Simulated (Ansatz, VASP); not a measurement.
## Au: VASP beside Ansatz

The input INCAR:

```
SYSTEM = Au
ALGO     = Normal         ! electronic algorithm
EDIFF    = 1E-6           ! SCF threshold, eV
ENCUT    = 520            ! plane-wave cutoff, eV
GGA      = PE             ! functional
ISIF     = 2              ! what is computed and relaxed
ISMEAR   = -1             ! smearing method
LASPH    = .True.         ! aspherical terms in the spheres
LCHARG   = .False.        ! write CHGCAR
LREAL    = .False.        ! projectors in reciprocal space
LWAVE    = .False.        ! write WAVECAR
NBANDS   = 12             ! bands
NELM     = 100            ! most SCF steps
PREC     = Accurate       ! precision mode
SIGMA    = 0.08           ! smearing width, eV
```

The input KPOINTS:

```
k-points
0
Gamma
  12 12 12
  0 0 0
```

Contents of POSCAR:

```
Au
1.0
    2.6922198243      0.0000000000      0.0000000000
    0.0000000000      2.6922198243      0.0000000000
    0.0000000000      0.0000000000      2.6922198243
Au
1
Direct
    0.0000000000      0.0000000000      0.0000000000
```

Input for Ansatz:

```yaml
crystal:
  lattice:
    - [2.6922198243, 0.0, 0.0]
    - [0.0, 2.6922198243, 0.0]
    - [0.0, 0.0, 2.6922198243]
  atoms:
    - { symbol: Au, position: [0.0, 0.0, 0.0] }
kpoints:
  mp_grid: { grid: [12, 12, 12] }
scf:
  occupations: { method: fermi_dirac, width: 0.08 }
hamiltonian:
  xc: pbe
  pseudopotentials: { kind: all_electron, lapw: { basis_error: 0.00025 } }
output:
  forces: true
  stress: true
  eigenvalues: true
```

Change from the starting cell: volume scaled by 0.9405.

Alike in both runs: task single point; functional PBE; k mesh 12 × 12 × 12; occupations fermi-dirac, width 0.08 eV; no spin polarisation.

```csv
,VASP,Ansatz
version,VASP 6.6.1,Ansatz 0.2.0
potentials or method,"VASP PAW PBE potentials, release 64 (Au), cutoff 520 eV","all-electron LAPW, scalar-relativistic"
```

Ansatz gave:

* pressure (GPa): 7.7

Task: Estimate VASP's values.

Result: Pressure (GPa): 7.4.

Ansatz ran all-electron here, and VASP with PAW potentials.

Neither program's run includes spin-orbit coupling.
